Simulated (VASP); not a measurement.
# MoS2 (R-3m) in VASP: single point with PBEsol

Aim: the single point of MoS2 with PBEsol.

Program: VASP 6.6.1. These are calculated values, not measurements. Logs are shortened: lines on timing, memory, paths and dates and some standing lists are left out, and cuts for length are marked.

## Step 1: The cell of the first run

The structure is trigonal, space group R-3m (No. 166). Conventional cell: a = 3.193 Å, b = 3.193 Å, c = 18.232 Å, α = 90.00°, β = 90.00°, γ = 120.00°. Mo (site symmetry -3m) has 6 S at 2.42 Å and 6 Mo at 3.19 Å within 3.2 Å. Within 3.2 Å of S (site symmetry 3m) lie 3 Mo at 2.42 Å and 6 S at 3.19 Å.

## Step 2: Single point, PBEsol

The input, INCAR:

```
PREC = Accurate
ENCUT = 520
EDIFF = 1E-6
ISMEAR = -1
SIGMA = 0.02
LREAL = False
LASPH = True
NELM = 60
ALGO = Normal
ISIF = 2
LWAVE = False
LCHARG = False
GGA = PS
NBANDS = 20
```

The input, KPOINTS:

```
Automatic mesh
0
Gamma
  6 6 6
```

The input, POSCAR:

```
MoS2
1.0
    1.5965300489      0.9217570535      6.0772313985
   -1.5965300489      0.9217570535      6.0772313985
    0.0000000000     -1.8435141070      6.0772313985
Mo S
1 2
Direct
    0.0000000000      0.0000000000      0.0000000000
    0.2474267338      0.2474267338      0.2474267338
    0.7525732662      0.7525732662      0.7525732662
```

Potentials or basis: VASP PAW PBE potentials, release 64 (Mo_sv, S).

Started as:

```
$ cat potpaw_PBE.64/Mo_sv/POTCAR potpaw_PBE.64/S/POTCAR > POTCAR
$ mpirun -np 1 vasp_std > vasp.out
```

OUTCAR:

```text
PREC = Accurate
   ENCUT = 520
   EDIFF = 1E-6
   ISMEAR = -1
   LREAL = False
   LASPH = True
   NELM = 60
   ISIF = 2
   GGA = PS

 ion  position               nearest neighbor table
   1  0.000  0.000  0.000-   3 2.42   2 2.42   3 2.42   3 2.42   2 2.42   2 2.42
   2  0.247  0.247  0.247-   1 2.42   1 2.42   1 2.42
   3  0.753  0.753  0.753-   1 2.42   1 2.42   1 2.42

  LATTYP: Found a trigonal (rhomboedric) cell.
 ALAT       =     6.3506917524
 COS(alpha) =     0.8736014411

  Lattice vectors:

 A1 = (   1.5965300489,   0.9217570535,   6.0772313985)
 A2 = (  -1.5965300489,   0.9217570535,   6.0772313985)
 A3 = (   0.0000000000,  -1.8435141070,   6.0772313985)

Analysis of symmetry for initial positions (statically):
=====================================================================
 Subroutine PRICEL returns:
 Original cell was already a primitive cell.

 Routine SETGRP: Setting up the symmetry group for a
 trigonal (rhombohedral) supercell.

 Subroutine GETGRP returns: Found 12 space group operations
 (whereof 12 operations were pure point group operations)
 out of a pool of 12 trial point group operations.

The static configuration has the point symmetry D_3d.

Analysis of symmetry for dynamics (positions and initial velocities):
=====================================================================
 Subroutine PRICEL returns:
 Original cell was already a primitive cell.

 Routine SETGRP: Setting up the symmetry group for a
 trigonal (rhombohedral) supercell.

 Subroutine GETGRP returns: Found 12 space group operations
 (whereof 12 operations were pure point group operations)
 out of a pool of 12 trial point group operations.

The dynamic configuration has the point symmetry D_3d.

 Subroutine INISYM returns: Found 12 space group operations
 (whereof 12 operations are pure point group operations),
 and found     1 'primitive' translations

----------------------------------------------------------------------------------------

                                     Primitive cell

  volume of cell :      53.6600

  direct lattice vectors                    reciprocal lattice vectors
     1.596530049  0.921757054  6.077231399     0.313179198  0.180814094  0.054849538
    -1.596530049  0.921757054  6.077231399    -0.313179198  0.180814094  0.054849538
[... 77 lines left out ...]
 SYSTEM =  unknown system
   PREC   = accura    normal or accurate (medium, high low for compatibility)
   ISTART =      0    job   : 0-new  1-cont  2-samecut
   ICHARG =      2    charge: 1-file 2-atom 10-const
   ISPIN  =      1    spin polarized calculation?
   LNONCOLLINEAR =      F non collinear calculations
   LSORBIT =      F    spin-orbit coupling
   LASPH  =      T    aspherical Exc in radial PAW
   ENCUT  =  520.0 eV  38.22 Ry    6.18 a.u.  11.81 11.81 11.81*2*pi/ulx,y,z
   NELM   =     60;   NELMIN=  2; NELMDL= -5     # of ELM steps
   EDIFF  = 0.1E-05   stopping-criterion for ELM
   LREAL  =      F    real-space projection
   EDIFFG = 0.1E-04   stopping-criterion for IOM
   NSW    =      0    number of steps for IOM
   IBRION =     -1    ionic relax: 0-MD 1-quasi-New 2-CG
   NFREE  =      0    steps in history (QN), initial steepest desc. (CG)
   ISIF   =      2    stress and relaxation
   ISYM   =      2    0-nonsym 1-usesym 2-fastsym
   POTIM  = 0.5000    time-step for ionic-motion
   TEBEG  =    0.0;   TEEND  =   0.0 temperature during run
   PSTRESS=    0.0 pullay stress
   NELECT =      26.0000    total number of electrons
   NUPDOWN=      -1.0000    fix difference up-down
   EMIN   =  10.00;   EMAX   =-10.00  energy-range for DOS
   EFERMI =   0.00;   METHOD = LEGACY
   ISMEAR =    -1;   SIGMA  =   0.02  broadening in eV -4-tet -1-fermi 0-gaus
   EFERMI_NEDOS =   21; number of points for ismear=-14 and -15
   IALGO  =     38    algorithm
   IMIX   =      4    mixing-type and parameters
     AMIX     =   0.40;   BMIX     =  1.00
     AMIX_MAG =   1.60;   BMIX_MAG =  1.00
  volume/ion in A,a.u.               =      17.89       120.71
  Fermi-wavevector in a.u.,A,eV,Ry     =   1.285827  2.429860 22.495194  1.653350
  Thomas-Fermi vector in A             =   2.417938
   LORBIT       =      0    0 simple, 1 ext, 2 COOP (PROOUT), +10 PAW based schemes
   GGA     = PS    functional components
   LHFCALC =     F    Hartree Fock is set to
   AEXX    =    0.0000 exact exchange contribution
   IVDW    =     0    specifies the selected vdW correction
   LEPSILON=     F    determine dielectric tensor
   LRPA    =     F    only Hartree local field effects (RPA)
 non-spin polarized calculation
  energy-cutoff  :      520.00
  volume of cell :       53.66
 maximum number of plane-waves:      1460
   NGX = 23   NGY = 23   NGZ = 23

 number of electron      26.0000001 magnetization

 Free energy of the ion-electron system (eV)
  ---------------------------------------------------
  ext. energy  EPLUGINS =         0.00000000
  ---------------------------------------------------
  free energy    TOTEN  =       -22.64336187 eV

  energy without entropy =      -22.64175020  energy(sigma->0) =      -22.64255604

 E-fermi :   7.3993     XC(G=0): -11.0254

 val. band max:        7.3881123608   @ k =  -0.3333   0.5000   0.3333
 cond. band min:       7.4149807740   @ k =   0.0000   0.0000   0.0000
 fundamental gap:      0.0268684132
 Fermi energy:         7.3993062856

 k-point     1 :       0.0000    0.0000    0.0000
  band No.  band energies     occupation
      1     -54.1122      2.00000
      2     -28.1932      2.00000
      3     -28.1239      2.00000
      4     -28.1239      2.00000
      5      -7.4137      2.00000
      6      -5.8028      2.00000
[... 541 lines left out ...]
     19      14.3087      0.00000
     20      15.9608      0.00000

 [... further k-points ...]
[... 5 lines left out ...]
  --------------------------------------------------------------------------------------
  -------------------------------------------------------------------------------------
  Total       -1.2461436     -1.2461436     -0.3565573      0.0000000     -0.0000000      0.0000000
  in kB      -37.2072947    -37.2072947    -10.6460703      0.0000000     -0.0000000      0.0000000
  external PRESSURE =     -28.3535532 kB  Pullay stress =       0.0000000 kB

 VOLUME and BASIS-vectors are now :
 -----------------------------------------------------------------------------
  energy-cutoff  :      520.00
  volume of cell :       53.66
      direct lattice vectors                 reciprocal lattice vectors
     1.596530049  0.921757054  6.077231399     0.313179198  0.180814094  0.054849538
    -1.596530049  0.921757054  6.077231399    -0.313179198  0.180814094  0.054849538
     0.000000000 -1.843514107  6.077231399     0.000000000 -0.361628188  0.054849538

 POSITION                                       TOTAL-FORCE (eV/Angst)
 -----------------------------------------------------------------------------------
      0.00000      0.00000      0.00000         0.000000      0.000000      0.000000
      0.00000      0.00000      4.51101         0.000000      0.000000      0.084380
      0.00000      0.00000     13.72069         0.000000      0.000000     -0.084380
 -----------------------------------------------------------------------------------
    total drift:                                0.000000      0.000000     -0.000000

  FREE ENERGIE OF THE ION-ELECTRON SYSTEM (eV)
  ---------------------------------------------------
  free  energy   TOTEN  =       -22.6433618732 eV

  energy  without entropy=      -22.6417502049  energy(sigma->0) =      -22.64255604
```

It took 67 s on 1 thread of Oxide Virtual Turin-like, shared host; peak memory 0.28 GiB.

What came out:

| Item | Value |
| --- | --- |
| Free energy | -22.6434 eV |
| Pressure | -2.8 GPa |
| Largest force | 0.084 eV/Å |
| Band gap on the k mesh | zero (bands 13 and 14 overlap by 0.63 eV) |

Forces on the atoms (eV/Å):
```
Mo   0.000  0.000  0.000
S    0.000  0.000  0.084
S    0.000  0.000 -0.084
```

Levels at points of the mesh, in eV from the Fermi level:
| k point | band 9 | band 10 | band 11 | band 12 | band 13 | band 14 | band 15 | band 16 | band 17 | band 18 |
| --- | --- | --- | --- | --- | --- | --- | --- | --- | --- | --- |
| (0.00, 0.00, 0.00) | -3.77 | -1.40 | -1.11 | -0.76 | -0.76 | 0.02 | 0.02 | 3.37 | 3.37 | 6.24 |
| (0.50, 0.00, 0.00) | -5.06 | -3.95 | -2.61 | -1.72 | -1.30 | 1.24 | 2.10 | 3.36 | 4.11 | 5.69 |
| (0.50, 0.50, 0.00) | -4.32 | -3.86 | -2.63 | -2.09 | -1.58 | 1.24 | 1.85 | 3.89 | 4.82 | 4.90 |
| (0.50, 0.50, 0.50) | -3.74 | -3.74 | -0.75 | -0.75 | -0.12 | -0.12 | 0.10 | 3.52 | 3.52 | 6.33 |

Caveat: the k points lie up to 0.38 Å⁻¹ apart, too coarse for converged energies and pressures of a metal; the PAW data sets were made with another functional, which shifts forces and pressure a little.

The gap in the log of VASP goes by the Fermi energy; the results here count the filled bands.